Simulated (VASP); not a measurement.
**Mo: single point with r2SCAN0**

Crystal: Mo.

```
Mo
1.0
    -1.57642    1.57642    1.57642
     1.57642   -1.57642    1.57642
     1.57642    1.57642   -1.57642
Mo
1
Cartesian
  0.0000 0.0000 0.0000
```

```
Program                            : VASP 6.6.1
Task                               : single point
Functional                         : r2SCAN0
Potentials or basis                : VASP PAW PBE potentials, release 64 (Mo_sv)
Cutoff                             : 520 eV
k mesh                             : 7 × 7 × 7
Occupations                        : fermi-dirac, width 0.1 eV
Spin                               : no spin polarisation
Dipole correction                  : no
Grid for exact exchange (PRECFOCK) : Normal
Further INCAR settings             : ALGO = Normal; EDIFF = 1e-06; NBANDS = 13
Share of exact exchange            : 0.25
```

```yaml
Pressure: -3.4 GPa
Band_gap_on_the_k_mesh: zero (bands 7 and 8 overlap by 5.87 eV)
```

Levels at points of the mesh, in eV from the Fermi level:
| k point | band 3 | band 4 | band 5 | band 6 | band 7 | band 8 | band 9 | band 10 | band 11 | band 12 |
| --- | --- | --- | --- | --- | --- | --- | --- | --- | --- | --- |
| (0.00, 0.00, 0.00) | -38.40 | -38.40 | -9.17 | -2.17 | -2.17 | -2.17 | 3.09 | 3.09 | 16.53 | 16.53 |

It took 42 min on 1 thread of AMD EPYC 7R43 64-Core Processor (Zen 3), with other jobs on the host, peak memory 0.11 GiB.

Caveat: the k points lie up to 0.40 Å⁻¹ apart, too coarse for converged energies and pressures of a metal; the PAW data sets were made with another functional, which shifts forces and pressure a little.
